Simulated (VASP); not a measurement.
# KF (I4mm) in VASP: single point with PBE

Aim: the single point of KF with PBE.

Everything below comes from runs of VASP 6.6.1. Logs are shortened: lines on timing, memory, paths and dates and some standing lists are left out, and cuts for length are marked.

## 1. The cell of the first run

Symmetry: I4mm, No. 107, tetragonal system. Conventional cell: a = 3.781 Å, b = 3.781 Å, c = 5.347 Å, α = 90.00°, β = 90.00°, γ = 90.00°. Within 3.2 Å of K (site symmetry 4mm) lie 6 F at 2.45 to 2.90 Å. F (site symmetry 4mm) has 6 K at 2.45 to 2.90 Å within 3.2 Å.

## 2. Single point, PBE (one atom moved)

Contents of INCAR:

```
ALGO = Normal
EDIFF = 1E-7
ENCUT = 520
GGA = PE
ISIF = 2
ISMEAR = 0
LASPH = True
LCHARG = True
LELF = True
LREAL = False
LVHAR = True
LWAVE = False
NBANDS = 15
NELM = 100
PREC = Accurate
SIGMA = 0.02
```

Contents of KPOINTS:

```
k-points
0
Gamma
  8 8 8
```

Contents of POSCAR:

```
KF
1.0
    0.0000000000      2.6735000000      2.6735000000
    2.6735000000      0.0000000000      2.6735000000
    2.6735000000      2.6735000000      0.0000000000
K F
1 1
Direct
    0.0420796708      0.0420796708     -0.0420796708
    0.5000000000      0.5000000000      0.5000000000
```

Potentials or basis: VASP PAW PBE potentials, release 64 (K_sv, F).

Command:

```bash
$ cat potpaw_PBE.64/K_sv/POTCAR potpaw_PBE.64/F/POTCAR > POTCAR
$ mpirun -np 1 vasp_std > vasp.out
```

OUTCAR:

```text
EDIFF = 1E-7
   ENCUT = 520
   GGA = PE
   ISIF = 2
   ISMEAR = 0
   LASPH = True
   LREAL = False
   NELM = 100
   PREC = Accurate

 ion  position               nearest neighbor table
   1  0.042  0.042  0.958-   2 2.45   2 2.68   2 2.68   2 2.68   2 2.68
   2  0.500  0.500  0.500-   1 2.45   1 2.68   1 2.68   1 2.68   1 2.68

  LATTYP: Found a face centered cubic cell.
 ALAT       =     5.3470000000

  Lattice vectors:

 A1 = (   0.0000000000,   2.6735000000,   2.6735000000)
 A2 = (   2.6735000000,   0.0000000000,   2.6735000000)
 A3 = (   2.6735000000,   2.6735000000,   0.0000000000)

Analysis of symmetry for initial positions (statically):
=====================================================================
 Subroutine PRICEL returns:
 Original cell was already a primitive cell.

 Routine SETGRP: Setting up the symmetry group for a
 face centered cubic supercell.

 Subroutine GETGRP returns: Found  8 space group operations
 (whereof  8 operations were pure point group operations)
 out of a pool of 48 trial point group operations.

The static configuration has the point symmetry C_4v.

Analysis of symmetry for dynamics (positions and initial velocities):
=====================================================================
 Subroutine PRICEL returns:
 Original cell was already a primitive cell.

 Routine SETGRP: Setting up the symmetry group for a
 face centered cubic supercell.

 Subroutine GETGRP returns: Found  8 space group operations
 (whereof  8 operations were pure point group operations)
 out of a pool of 48 trial point group operations.

The dynamic configuration has the point symmetry C_4v.

 Subroutine INISYM returns: Found  8 space group operations
 (whereof  8 operations are pure point group operations),
 and found     1 'primitive' translations

----------------------------------------------------------------------------------------

                                     Primitive cell

  volume of cell :      38.2182

  direct lattice vectors                    reciprocal lattice vectors
     0.000000000  2.673500000  2.673500000    -0.187020759  0.187020759  0.187020759
     2.673500000  0.000000000  2.673500000     0.187020759 -0.187020759  0.187020759
     2.673500000  2.673500000  0.000000000     0.187020759  0.187020759 -0.187020759

  length of vectors
     3.780899959  3.780899959  3.780899959     0.323929457  0.323929457  0.323929457

  position of ions in fractional coordinates (direct lattice)
     0.042079671  0.042079671  0.957920329
     0.500000000  0.500000000  0.500000000

  ion indices of the primitive-cell ions
   primitive index   ion index
                 1           1
                 2           2

----------------------------------------------------------------------------------------

 KPOINTS: k-points

Automatic generation of k-mesh.
 Grid dimensions read from file:
 generate k-points for:    8    8    8

 Generating k-lattice:

  Cartesian coordinates                     Fractional coordinates (reciprocal lattice)
    -0.023377595  0.023377595  0.023377595     0.125000000  0.000000000  0.000000000
     0.023377595 -0.023377595  0.023377595     0.000000000  0.125000000  0.000000000
     0.023377595  0.023377595 -0.023377595     0.000000000  0.000000000  0.125000000

  Length of vectors
     0.040491182  0.040491182  0.040491182

  Shift w.r.t. Gamma in fractional coordinates (k-lattice)
     0.000000000  0.000000000  0.000000000

 Subroutine IBZKPT returns following result:
 ===========================================

 Found     59 irreducible k-points:

 Following reciprocal coordinates:
            Coordinates               Weight
  0.000000  0.000000  0.000000      1.000000
  0.125000  0.000000  0.000000      8.000000
  0.250000  0.000000  0.000000      8.000000
  0.375000  0.000000  0.000000      8.000000
  0.500000  0.000000  0.000000      4.000000
  0.125000  0.125000  0.000000      2.000000
[... 16 lines left out ...]
  0.000000  0.375000  0.250000     16.000000
  0.500000  0.250000  0.000000      8.000000
 [... further k-points ...]
   k-points           NKPTS =     59   k-points in BZ     NKDIM =     59   number of bands    NBANDS=     15
   number of dos      NEDOS =    301   number of ions     NIONS =      2
   total plane-waves  NPLWV =  21952
   dimension x,y,z NGX =    28 NGY =   28 NGZ =   28
   dimension x,y,z NGXF=    56 NGYF=   56 NGZF=   56
   ions per type =               1   1
   NGX,Y,Z   is equivalent  to a cutoff of  12.31, 12.31, 12.31 a.u.
   NGXF,Y,Z  is equivalent  to a cutoff of  24.62, 24.62, 24.62 a.u.
 SYSTEM =  unknown system
   PREC   = accura    normal or accurate (medium, high low for compatibility)
   ISTART =      0    job   : 0-new  1-cont  2-samecut
   ICHARG =      2    charge: 1-file 2-atom 10-const
   ISPIN  =      1    spin polarized calculation?
   LNONCOLLINEAR =      F non collinear calculations
   LSORBIT =      F    spin-orbit coupling
   LASPH  =      T    aspherical Exc in radial PAW
   ENCUT  =  520.0 eV  38.22 Ry    6.18 a.u.   7.03  7.03  7.03*2*pi/ulx,y,z
   NELM   =    100;   NELMIN=  2; NELMDL= -5     # of ELM steps
   EDIFF  = 0.1E-06   stopping-criterion for ELM
   LREAL  =      F    real-space projection
   EDIFFG = 0.1E-05   stopping-criterion for IOM
   NSW    =      0    number of steps for IOM
   IBRION =     -1    ionic relax: 0-MD 1-quasi-New 2-CG
   NFREE  =      0    steps in history (QN), initial steepest desc. (CG)
   ISIF   =      2    stress and relaxation
   ISYM   =      2    0-nonsym 1-usesym 2-fastsym
   POTIM  = 0.5000    time-step for ionic-motion
   TEBEG  =    0.0;   TEEND  =   0.0 temperature during run
   PSTRESS=    0.0 pullay stress
   NELECT =      16.0000    total number of electrons
   NUPDOWN=      -1.0000    fix difference up-down
   EMIN   =  10.00;   EMAX   =-10.00  energy-range for DOS
   EFERMI =   0.00;   METHOD = LEGACY
   ISMEAR =     0;   SIGMA  =   0.02  broadening in eV -4-tet -1-fermi 0-gaus
   EFERMI_NEDOS =   21; number of points for ismear=-14 and -15
   IALGO  =     38    algorithm
   IMIX   =      4    mixing-type and parameters
     AMIX     =   0.40;   BMIX     =  1.00
     AMIX_MAG =   1.60;   BMIX_MAG =  1.00
  volume/ion in A,a.u.               =      19.11       128.95
  Fermi-wavevector in a.u.,A,eV,Ry     =   1.224686  2.314320 20.406766  1.499855
  Thomas-Fermi vector in A             =   2.359751
   LORBIT       =      0    0 simple, 1 ext, 2 COOP (PROOUT), +10 PAW based schemes
   GGA     = PE    functional components
   LHFCALC =     F    Hartree Fock is set to
   AEXX    =    0.0000 exact exchange contribution
   IVDW    =     0    specifies the selected vdW correction
   LEPSILON=     F    determine dielectric tensor
   LRPA    =     F    only Hartree local field effects (RPA)
 non-spin polarized calculation
 Gauss-broadening in eV      SIGMA  =   0.02
  energy-cutoff  :      520.00
  volume of cell :       38.22
 maximum number of plane-waves:      1056
   NGX = 13   NGY = 13   NGZ = 13

 number of electron      16.0000001 magnetization

 Free energy of the ion-electron system (eV)
  ---------------------------------------------------
  ext. energy  EPLUGINS =         0.00000000
  ---------------------------------------------------
  free energy    TOTEN  =        -8.24434735 eV

  energy without entropy =       -8.24434735  energy(sigma->0) =       -8.24434735

 E-fermi :  -2.7527     XC(G=0):  -8.3859

 val. band max:       -2.8325561032   @ k =   0.0000   0.0000   0.0000
 cond. band min:       3.3290166729   @ k =   0.0000   0.0000   0.0000
 fundamental gap:      6.1615727761
 Fermi energy:        -2.7527092175

 k-point     1 :       0.0000    0.0000    0.0000
  band No.  band energies     occupation
      1     -28.9259      2.00000
      2     -21.4859      2.00000
      3     -12.1784      2.00000
      4     -12.1741      2.00000
      5     -12.1741      2.00000
      6      -2.8560      2.00000
      7      -2.8559      2.00000
      8      -2.8326      2.00000
      9       3.3290      0.00000
     10       7.8903      0.00000
     11       7.9636      0.00000
     12       7.9636      0.00000
     13       9.5523      0.00000
     14       9.7027      0.00000
     15      14.0580      0.00000

 k-point     2 :       0.1250    0.0000    0.0000
  band No.  band energies     occupation
      1     -28.9119      2.00000
      2     -21.5003      2.00000
      3     -12.2212      2.00000
      4     -12.1803      2.00000
      5     -12.1785      2.00000
      6      -2.9927      2.00000
      7      -2.9025      2.00000
      8      -2.8751      2.00000
      9       3.7589      0.00000
     10       7.6566      0.00000
     11       8.1203      0.00000
     12       8.1510      0.00000
     13       9.7028      0.00000
     14       9.8563      0.00000
     15      14.8104      0.00000

 k-point     3 :       0.2500    0.0000    0.0000
  band No.  band energies     occupation
      1     -28.8780      2.00000
      2     -21.5333      2.00000
      3     -12.3146      2.00000
      4     -12.1980      2.00000
      5     -12.1951      2.00000
      6      -3.2732      2.00000
      7      -3.0131      2.00000
      8      -2.9859      2.00000
      9       4.8322      0.00000
     10       7.2784      0.00000
     11       8.6069      0.00000
     12       8.6225      0.00000
     13      10.1509      0.00000
     14      10.3018      0.00000
     15      15.8058      0.00000
[... 343 lines left out ...]
 k-point    23 :       0.0000    0.3750    0.2500
  band No.  band energies     occupation
      1     -28.8396      2.00000
      2     -21.5323      2.00000
      3     -12.4737      2.00000
      4     -12.3156      2.00000
      5     -12.2990      2.00000
      6      -3.2931      2.00000
      7      -2.9895      2.00000
      8      -2.9047      2.00000
      9       6.0294      0.00000
     10       6.2427      0.00000
     11       9.1364      0.00000
     12       9.8663      0.00000
     13      10.3777      0.00000
     14      10.8361      0.00000
     15      14.8488      0.00000

 k-point    24 :       0.5000    0.2500    0.0000
  band No.  band energies     occupation
      1     -28.8174      2.00000
      2     -21.5532      2.00000
      3     -12.5330      2.00000
      4     -12.3604      2.00000
      5     -12.3039      2.00000
      6      -3.2564      2.00000
      7      -3.0479      2.00000
      8      -3.0219      2.00000
      9       6.2698      0.00000
     10       6.9733      0.00000
     11       8.9077      0.00000
     12      10.0214      0.00000
     13      11.2215      0.00000
     14      11.7565      0.00000
     15      12.9235      0.00000

 [... further k-points ...]
[... 5 lines left out ...]
  --------------------------------------------------------------------------------------
  -------------------------------------------------------------------------------------
  Total        0.2881075      0.2881075      0.9582055      0.0000000     -0.0000000     -0.0000000
  in kB       12.0779883     12.0779883     40.1697086      0.0000000     -0.0000000     -0.0000000
  external PRESSURE =      21.4418950 kB  Pullay stress =       0.0000000 kB

 VOLUME and BASIS-vectors are now :
 -----------------------------------------------------------------------------
  energy-cutoff  :      520.00
  volume of cell :       38.22
      direct lattice vectors                 reciprocal lattice vectors
     0.000000000  2.673500000  2.673500000    -0.187020759  0.187020759  0.187020759
     2.673500000  0.000000000  2.673500000     0.187020759 -0.187020759  0.187020759
     2.673500000  2.673500000  0.000000000     0.187020759  0.187020759 -0.187020759

 POSITION                                       TOTAL-FORCE (eV/Angst)
 -----------------------------------------------------------------------------------
      2.67350      2.67350      0.22500         0.000000      0.000000     -0.459141
      2.67350      2.67350      2.67350         0.000000      0.000000      0.459141
 -----------------------------------------------------------------------------------
    total drift:                                0.000000      0.000000     -0.000028

  FREE ENERGIE OF THE ION-ELECTRON SYSTEM (eV)
  ---------------------------------------------------
  free  energy   TOTEN  =        -8.2443473464 eV

  energy  without entropy=       -8.2443473464  energy(sigma->0) =       -8.24434735
```

It took 58 s on 1 thread of AMD EPYC 7R13 (Zen 3), shared host; peak memory 0.14 GiB.

Results:

* Free energy: -8.2443 eV
* Pressure: 2.1 GPa
* Largest force: 0.459 eV/Å
* Band gap on the k mesh: 6.16 eV, direct

Forces in eV/Å, atoms in the order of the input:
```
K    0.000  0.000 -0.459
F    0.000  0.000  0.459
```

Stress tensor (GPa, compression positive):
```
1.21 0.00 0.00
0.00 1.21 0.00
0.00 0.00 4.02
```

Caveat: the cell differs from its parent crystal (one atom moved).
